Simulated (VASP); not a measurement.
# Hf in VASP: further runs, part 2 of 2

VASP 6.6.1. The steps go on from the part before.

## (4) Single point, PBE

The input, INCAR:

```
  ALGO = Normal
  EDIFF = 1E-6
  ENCUT = 520
  GGA = PE
  ISIF = 2
  ISMEAR = -1
  LASPH = T
  LCHARG = T
  LELF = T
  LREAL = F
  LVHAR = T
  LWAVE = F
  NBANDS = 17
  NELM = 100
  PREC = Accurate
  SIGMA = 0.05
```

The input, KPOINTS:

```
k-points
0
Gamma
  10 10 5
```

The input, POSCAR:

```
Hf
1.0
    3.1967000000     -0.0159835000      0.0000000000
   -1.6121921170      2.7764151583      0.0000000000
    0.0000000000      0.0000000000      5.0578000000
Hf
2
Direct
    0.6666666667      0.3333333333      0.7500000000
    0.3333333333      0.6666666667      0.2500000000
```

Potentials or basis: VASP PAW PBE potentials, release 64 (Hf_pv).

The run is started by

```
$ cat potpaw_PBE.64/Hf_pv/POTCAR > POTCAR
$ mpirun -np 1 vasp_std > vasp.out
```

OUTCAR:

```text
EDIFF = 1E-6
   ENCUT = 520
   GGA = PE
   ISIF = 2
   ISMEAR = -1
   LASPH = T
   LREAL = F
   NELM = 100
   PREC = Accurate

 ion  position               nearest neighbor table
   1  0.667  0.333  0.750-   2 3.13   2 3.13   2 3.13   2 3.13   2 3.14   2 3.14
   2  0.333  0.667  0.250-   1 3.13   1 3.13   1 3.13   1 3.13   1 3.14   1 3.14

  LATTYP: Found a simple monoclinic cell.
 ALAT       =     3.1828679161
 B/A-ratio  =     1.5890700253
 C/A-ratio  =     1.0043583469
 COS(beta)  =    -0.4934813925

  Lattice vectors:
[... 193 lines left out ...]
      5     -25.2909      2.00000
      6     -25.2799      2.00000
[... 457 lines left out ...]
      4     -25.4879      2.00000
      5     -25.3759      2.00000
      6     -25.3493      2.00000
[... 9 lines left out ...]
     16       8.9410      0.00000
     17      10.9321      0.00000

 [... further k-points ...]
[... 5 lines left out ...]
  --------------------------------------------------------------------------------------
  -------------------------------------------------------------------------------------
  Total        0.0872766      0.0881695     -0.0387758      0.1859650      0.0000000      0.0000000
  in kB        3.1240876      3.1560506     -1.3879901      6.6566648      0.0000000      0.0000000
  external PRESSURE =       1.6307160 kB  Pullay stress =       0.0000000 kB

 VOLUME and BASIS-vectors are now :
 -----------------------------------------------------------------------------
  energy-cutoff  :      520.00
  volume of cell :       44.76
      direct lattice vectors                 reciprocal lattice vectors
     3.196700000 -0.015983500  0.000000000     0.313733483  0.182176879  0.000000000
    -1.612192117  2.776415158  0.000000000     0.001806127  0.361225453  0.000000000
     0.000000000  0.000000000  5.057800000     0.000000000  0.000000000  0.197714421

 POSITION                                       TOTAL-FORCE (eV/Angst)
 -----------------------------------------------------------------------------------
      1.59374      0.91482      3.79335        -0.024875      0.000024      0.000000
     -0.00923      1.84562      1.26445         0.024875     -0.000024     -0.000000
 -----------------------------------------------------------------------------------
    total drift:                               -0.000000      0.000000     -0.000000

  FREE ENERGIE OF THE ION-ELECTRON SYSTEM (eV)
  ---------------------------------------------------
  free  energy   TOTEN  =       -19.8541395222 eV

  energy  without entropy=      -19.8431474848  energy(sigma->0) =      -19.84864350
```

stdout:

```text
POSCAR found type information on POSCAR Hf
 POSCAR found :  1 types and       2 ions
 scaLAPACK will be used
 LDA part: xc-table for (Slater+PW92), standard interpolation
 POSCAR, INCAR and KPOINTS ok, starting setup
 FFT: planning ... GRIDC
 FFT: planning ... GRID_SOFT
 FFT: planning ... GRID
 WAVECAR not read
 entering main loop
```

Wall time 57 s (1 thread of Intel Xeon 6975P-C, shared host); peak memory 0.23 GiB.

What came out:

| Property | Result |
| --- | --- |
| Free energy | -19.8541 eV |
| Pressure | 0.2 GPa |
| Largest force | 0.025 eV/Å |
| Band gap on the k mesh | zero (band 10 reaches 6.01 eV, above the bottom of band 11 at 4.58 eV) |

Forces on the atoms (eV/Å):
```
Hf  -0.025  0.000  0.000
Hf   0.025  0.000  0.000
```

Stress tensor (GPa, compression positive):
```
 0.31  0.67  0.00
 0.67  0.32  0.00
 0.00  0.00 -0.14
```

Levels at points of the mesh, in eV from the Fermi level:
```csv
k point,band 7,band 8,band 9,band 10,band 11,band 12,band 13,band 14
"(0.00, 0.00, 0.00)",-7.37,-3.70,0.65,1.10,1.29,1.47,1.93,2.10
"(0.50, 0.00, 0.00)",-3.32,-2.73,-2.22,-0.76,0.74,0.90,1.74,5.92
"(0.00, 0.50, 0.00)",-3.34,-2.73,-2.22,-0.79,0.79,0.90,1.69,5.89
"(0.50, 0.50, 0.00)",-3.36,-2.73,-2.21,-0.82,0.85,0.89,1.65,5.88
```

Caveat: spin-orbit coupling is left out, which moves the levels of the heavy elements.

## (5) Single point, RPBE

The input, INCAR:

```
ALGO = Normal
EDIFF = 1E-7
ENCUT = 520
GGA = RP
ISIF = 2
ISMEAR = 0
LASPH = T
LCHARG = F
LREAL = F
LWAVE = F
NBANDS = 17
NELM = 60
PREC = Accurate
SIGMA = 0.02
```

KPOINTS is that of step 4.

The input, POSCAR:

```
Hf
1.0
    3.1967000000      0.0000000000      0.0000000000
   -1.5983500000      2.7684234083      0.0000000000
    0.0000000000      0.0000000000      5.0578000000
Hf
2
Direct
    0.6666666667      0.3333333333      0.7500000000
    0.3333333333      0.6666666667      0.2500000000
```

Potentials or basis: VASP PAW PBE potentials, release 64 (Hf_pv).

The run is started by

```
$ cat potpaw_PBE.64/Hf_pv/POTCAR > POTCAR
$ mpirun -np 1 vasp_std > vasp.out
```

OUTCAR:

```text
EDIFF = 1E-7
   ENCUT = 520
   GGA = RP
   ISIF = 2
   ISMEAR = 0
   LASPH = T
   LREAL = F
   NELM = 60
   PREC = Accurate

 ion  position               nearest neighbor table
   1  0.667  0.333  0.750-   2 3.13   2 3.13   2 3.13   2 3.13   2 3.13   2 3.13
   2  0.333  0.667  0.250-   1 3.13   1 3.13   1 3.13   1 3.13   1 3.13   1 3.13

  LATTYP: Found a hexagonal cell.
 ALAT       =     3.1967000000
 C/A-ratio  =     1.5821941377

  Lattice vectors:

 A1 = (   3.1967000000,   0.0000000000,   0.0000000000)
 A2 = (  -1.5983500000,   2.7684234083,   0.0000000000)
 A3 = (   0.0000000000,   0.0000000000,   5.0578000000)

Analysis of symmetry for initial positions (statically):
=====================================================================
 Subroutine PRICEL returns:
 Original cell was already a primitive cell.

 Routine SETGRP: Setting up the symmetry group for a
 hexagonal supercell.

 Subroutine GETGRP returns: Found 24 space group operations
 (whereof 12 operations were pure point group operations)
 out of a pool of 24 trial point group operations.

The static configuration has the point symmetry D_3d.
 The point group associated with its full space group is D_6h.

Analysis of symmetry for dynamics (positions and initial velocities):
=====================================================================
 Subroutine PRICEL returns:
 Original cell was already a primitive cell.

 Routine SETGRP: Setting up the symmetry group for a
 hexagonal supercell.

 Subroutine GETGRP returns: Found 24 space group operations
 (whereof 12 operations were pure point group operations)
 out of a pool of 24 trial point group operations.

The dynamic configuration has the point symmetry D_3d.
 The point group associated with its full space group is D_6h.

 Subroutine INISYM returns: Found 24 space group operations
 (whereof 12 operations are pure point group operations),
 and found     1 'primitive' translations

----------------------------------------------------------------------------------------

                                     Primitive cell

  volume of cell :      44.7606

  direct lattice vectors                    reciprocal lattice vectors
     3.196700000  0.000000000  0.000000000     0.312822598  0.180608211  0.000000000
    -1.598350000  2.768423408  0.000000000     0.000000000  0.361216423  0.000000000
     0.000000000  0.000000000  5.057800000     0.000000000  0.000000000  0.197714421

  length of vectors
     3.196700000  3.196700000  5.057800000     0.361216423  0.361216423  0.197714421

  position of ions in fractional coordinates (direct lattice)
     0.666666667  0.333333333  0.750000000
     0.333333333  0.666666667  0.250000000

  ion indices of the primitive-cell ions
   primitive index   ion index
                 1           1
                 2           2

----------------------------------------------------------------------------------------

 KPOINTS: k-points

Automatic generation of k-mesh.
 Grid dimensions read from file:
 generate k-points for:   10   10    5

 Generating k-lattice:

  Cartesian coordinates                     Fractional coordinates (reciprocal lattice)
     0.031282260  0.018060821  0.000000000     0.100000000 -0.000000000  0.000000000
     0.000000000  0.036121642  0.000000000     0.000000000  0.100000000  0.000000000
     0.000000000  0.000000000  0.039542884     0.000000000  0.000000000  0.200000000

  Length of vectors
     0.036121642  0.036121642  0.039542884

  Shift w.r.t. Gamma in fractional coordinates (k-lattice)
     0.000000000  0.000000000  0.000000000

 Subroutine IBZKPT returns following result:
 ===========================================

 Found     42 irreducible k-points:

 Following reciprocal coordinates:
            Coordinates               Weight
  0.000000  0.000000  0.000000      1.000000
  0.100000  0.000000  0.000000      6.000000
  0.200000  0.000000  0.000000      6.000000
  0.300000  0.000000  0.000000      6.000000
  0.400000  0.000000  0.000000      6.000000
  0.500000  0.000000  0.000000      3.000000
[... 16 lines left out ...]
  0.300000  0.100000  0.200000     24.000000
  0.400000  0.100000  0.200000     24.000000
 [... further k-points ...]
   k-points           NKPTS =     42   k-points in BZ     NKDIM =     42   number of bands    NBANDS=     17
   number of dos      NEDOS =    301   number of ions     NIONS =      2
   total plane-waves  NPLWV =  23040
   dimension x,y,z NGX =    24 NGY =   24 NGZ =   40
   dimension x,y,z NGXF=    48 NGYF=   48 NGZF=   80
   ions per type =               2
   NGX,Y,Z   is equivalent  to a cutoff of  12.48, 12.48, 13.15 a.u.
   NGXF,Y,Z  is equivalent  to a cutoff of  24.96, 24.96, 26.30 a.u.
 SYSTEM =  unknown system
   PREC   = accura    normal or accurate (medium, high low for compatibility)
   ISTART =      0    job   : 0-new  1-cont  2-samecut
   ICHARG =      2    charge: 1-file 2-atom 10-const
   ISPIN  =      1    spin polarized calculation?
   LNONCOLLINEAR =      F non collinear calculations
   LSORBIT =      F    spin-orbit coupling
   LASPH  =      T    aspherical Exc in radial PAW
   ENCUT  =  520.0 eV  38.22 Ry    6.18 a.u.   5.94  5.94  9.40*2*pi/ulx,y,z
   NELM   =     60;   NELMIN=  2; NELMDL= -5     # of ELM steps
   EDIFF  = 0.1E-06   stopping-criterion for ELM
   LREAL  =      F    real-space projection
   EDIFFG = 0.1E-05   stopping-criterion for IOM
   NSW    =      0    number of steps for IOM
   IBRION =     -1    ionic relax: 0-MD 1-quasi-New 2-CG
   NFREE  =      0    steps in history (QN), initial steepest desc. (CG)
   ISIF   =      2    stress and relaxation
   ISYM   =      2    0-nonsym 1-usesym 2-fastsym
   POTIM  = 0.5000    time-step for ionic-motion
   TEBEG  =    0.0;   TEEND  =   0.0 temperature during run
   PSTRESS=    0.0 pullay stress
   NELECT =      20.0000    total number of electrons
   NUPDOWN=      -1.0000    fix difference up-down
   EMIN   =  10.00;   EMAX   =-10.00  energy-range for DOS
   EFERMI =   0.00;   METHOD = LEGACY
   ISMEAR =     0;   SIGMA  =   0.02  broadening in eV -4-tet -1-fermi 0-gaus
   EFERMI_NEDOS =   21; number of points for ismear=-14 and -15
   IALGO  =     38    algorithm
   IMIX   =      4    mixing-type and parameters
     AMIX     =   0.40;   BMIX     =  1.00
     AMIX_MAG =   1.60;   BMIX_MAG =  1.00
  volume/ion in A,a.u.               =      22.38       151.03
  Fermi-wavevector in a.u.,A,eV,Ry     =   1.251563  2.365112 21.312311  1.566411
  Thomas-Fermi vector in A             =   2.385505
   LORBIT       =      0    0 simple, 1 ext, 2 COOP (PROOUT), +10 PAW based schemes
   GGA     = RP    functional components
   LHFCALC =     F    Hartree Fock is set to
   AEXX    =    0.0000 exact exchange contribution
   IVDW    =     0    specifies the selected vdW correction
   LEPSILON=     F    determine dielectric tensor
   LRPA    =     F    only Hartree local field effects (RPA)
 non-spin polarized calculation
 Gauss-broadening in eV      SIGMA  =   0.02
  energy-cutoff  :      520.00
  volume of cell :       44.76
 maximum number of plane-waves:      1220
 NGX is ok and might be reduce to    24
   NGX = 11   NGY = 11   NGZ = 19

 number of electron      20.0000004 magnetization

 Free energy of the ion-electron system (eV)
  ---------------------------------------------------
  ext. energy  EPLUGINS =         0.00000000
  ---------------------------------------------------
  free energy    TOTEN  =       -18.99992091 eV

  energy without entropy =      -18.99951437  energy(sigma->0) =      -18.99971764

 E-fermi :   5.0137     XC(G=0): -11.2172

 val. band max:        5.0118484408   @ k =   0.1000   0.1000   0.4000
 cond. band min:       5.0305254740   @ k =   0.1000   0.1000   0.2000
 fundamental gap:      0.0186770332
 Fermi energy:         5.0137002975

 k-point     1 :       0.0000    0.0000    0.0000
  band No.  band energies     occupation
      1     -26.0886      2.00000
      2     -25.3489      2.00000
      3     -25.3489      2.00000
      4     -25.2287      2.00000
      5     -25.2222      2.00000
      6     -25.2222      2.00000
[... 9 lines left out ...]
     16       7.6890      0.00000
     17      10.3769      0.00000

 k-point     2 :       0.1000    0.0000    0.0000
  band No.  band energies     occupation
      1     -26.0630      2.00000
      2     -25.4028      2.00000
      3     -25.3669      2.00000
      4     -25.2790      2.00000
      5     -25.2405      2.00000
      6     -25.2295      2.00000
[... 9 lines left out ...]
     16       7.4136      0.00000
     17      10.5979      0.00000
[... 421 lines left out ...]
 k-point    24 :       0.4000    0.1000    0.2000
  band No.  band energies     occupation
      1     -25.9429      2.00000
      2     -25.8168      2.00000
      3     -25.6353      2.00000
      4     -25.5166      2.00000
      5     -25.4234      2.00000
      6     -25.3522      2.00000
[... 9 lines left out ...]
     16      10.9786      0.00000
     17      11.7891      0.00000

 [... further k-points ...]
[... 5 lines left out ...]
  --------------------------------------------------------------------------------------
  -------------------------------------------------------------------------------------
  Total        0.8640217      0.8640217      0.7663723      0.0000000      0.0000000      0.0000000
  in kB       30.9270977     30.9270977     27.4318006      0.0000000      0.0000000      0.0000000
  external PRESSURE =      29.7619987 kB  Pullay stress =       0.0000000 kB

 VOLUME and BASIS-vectors are now :
 -----------------------------------------------------------------------------
  energy-cutoff  :      520.00
  volume of cell :       44.76
      direct lattice vectors                 reciprocal lattice vectors
     3.196700000  0.000000000  0.000000000     0.312822598  0.180608211  0.000000000
    -1.598350000  2.768423408  0.000000000     0.000000000  0.361216423  0.000000000
     0.000000000  0.000000000  5.057800000     0.000000000  0.000000000  0.197714421

 POSITION                                       TOTAL-FORCE (eV/Angst)
 -----------------------------------------------------------------------------------
      1.59835      0.92281      3.79335         0.000000     -0.000000      0.000000
     -0.00000      1.84562      1.26445        -0.000000      0.000000      0.000000
 -----------------------------------------------------------------------------------
    total drift:                               -0.000000      0.000000     -0.000000

  FREE ENERGIE OF THE ION-ELECTRON SYSTEM (eV)
  ---------------------------------------------------
  free  energy   TOTEN  =       -18.9999209092 eV

  energy  without entropy=      -18.9995143659  energy(sigma->0) =      -18.99971764
```

OSZICAR:

```text
N       E                     dE             d eps       ncg     rms          rms(c)
DAV:   1     0.507358569258E+02    0.50736E+02   -0.11477E+04  1436   0.112E+03
DAV:   2    -0.177140990068E+02   -0.68450E+02   -0.66758E+02  1826   0.248E+02
DAV:   3    -0.196354847383E+02   -0.19214E+01   -0.18963E+01  1842   0.271E+01
DAV:   4    -0.196512451192E+02   -0.15760E-01   -0.15749E-01  1854   0.295E+00
DAV:   5    -0.196513958811E+02   -0.15076E-03   -0.15073E-03  1793   0.256E-01    0.647E+01
DAV:   6    -0.191750502375E+02    0.47635E+00   -0.46401E-01  1693   0.449E+00    0.382E+01
DAV:   7    -0.190083277880E+02    0.16672E+00   -0.79100E-01  1730   0.562E+00    0.226E+00
DAV:   8    -0.189999292186E+02    0.83986E-02   -0.46031E-02  1667   0.138E+00    0.927E-01
DAV:   9    -0.189999289176E+02    0.30100E-06   -0.93313E-04  1963   0.207E-01    0.156E-01
DAV:  10    -0.189999216064E+02    0.73112E-05   -0.10091E-04  1635   0.660E-02    0.255E-01
DAV:  11    -0.189999208750E+02    0.73136E-06   -0.18403E-05  1740   0.274E-02    0.613E-03
DAV:  12    -0.189999209092E+02   -0.34182E-07   -0.56627E-07  1904   0.508E-03
   1 F= -.18999921E+02 E0= -.18999718E+02  d E =-.406543E-03
```

Run time: 25 s. Hardware: 1 thread of AMD EPYC 7R13 (Zen 3), shared host; peak memory 0.14 GiB.

What came out:

```
Free energy            : -18.9999 eV
Pressure               : 3.0 GPa
Band gap on the k mesh : zero (band 10 reaches 6.22 eV, above the bottom of band 11 at 4.70 eV)
```

Stress tensor (GPa, compression positive):
```
3.09 0.00 0.00
0.00 3.09 0.00
0.00 0.00 2.74
```

Caveat: the PAW data sets were made with another functional, which shifts forces and pressure a little; spin-orbit coupling is left out, which moves the levels of the heavy elements.

## (6) Summary

```tsv
level	cell	smearing	gap on the mesh (eV)	pressure (GPa)	largest force (eV/Å)
PBE	a = 3.197, b = 3.252, c = 5.058 Å, angles 90.0, 90.0, 121.7°, 2 atoms	fermi-dirac 0.05 eV	none	0.3	0.10
PBE	a = 3.197, b = 3.224, c = 5.058 Å, angles 90.0, 90.0, 120.9°, 2 atoms	fermi-dirac 0.05 eV	none	0.2	0.05
PBE	a = 3.197, b = 3.211, c = 5.058 Å, angles 90.0, 90.0, 120.4°, 2 atoms	fermi-dirac 0.05 eV	none	0.2	0.02
RPBE	a = 3.197, b = 3.197, c = 5.058 Å, angles 90.0, 90.0, 120.0°, 2 atoms	gaussian 0.02 eV	none	3.0	-
```

Alike in all rows: task single point; potentials or basis VASP PAW PBE potentials, release 64 (Hf_pv); no spin polarisation; k mesh 10 × 10 × 5; cutoff (eV) 520.

Caveats: spin-orbit coupling is left out, which moves the levels of the heavy elements; the PAW data sets were made with another functional, which shifts forces and pressure a little (some runs).

Total energies depend on the potentials used, so only differences within one code and one set of settings carry meaning.
